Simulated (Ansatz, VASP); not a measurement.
## Two plane-wave programs on GaN

```
CELL_PARAMETERS angstrom
3.21844 0.00000 0.00000
-1.60922 2.78725 0.00000
0.00000 0.00000 5.24305
ATOMIC_POSITIONS crystal
Ga 0.33333 0.66667 0.99913
Ga 0.66667 0.33333 0.49913
N 0.33333 0.66667 0.37587
N 0.66667 0.33333 0.87587
```

Alike in both runs: functional PBE; k mesh 21 × 21 × 12; occupations gaussian, width 0.02 eV; no spin polarisation.

Ansatz relaxed the structure, and its values are those at the end. VASP's run is a single point on that final structure, the one shown.

|  | VASP | Ansatz |
| --- | --- | --- |
| version | VASP 6.6.1 | Ansatz 0.2.0 |
| potentials or method | VASP PAW PBE potentials, release 64 (Ga_d, N) | scalar-relativistic, plane waves, PAW |
| plane-wave cutoff (eV) | 520 | 420 |
| valence electrons in the cell | 36 | 36 |

VASP gave:

- gap on the k mesh at the Fermi level (eV): 1.72
- least direct gap on the mesh (eV): 1.72
- pressure (GPa): 0.1

Problem. What did Ansatz give for the same quantities?

Solution. gap on the k mesh at the Fermi level (eV): 1.71; least direct gap on the mesh (eV): 1.71; pressure (GPa): 0.0.
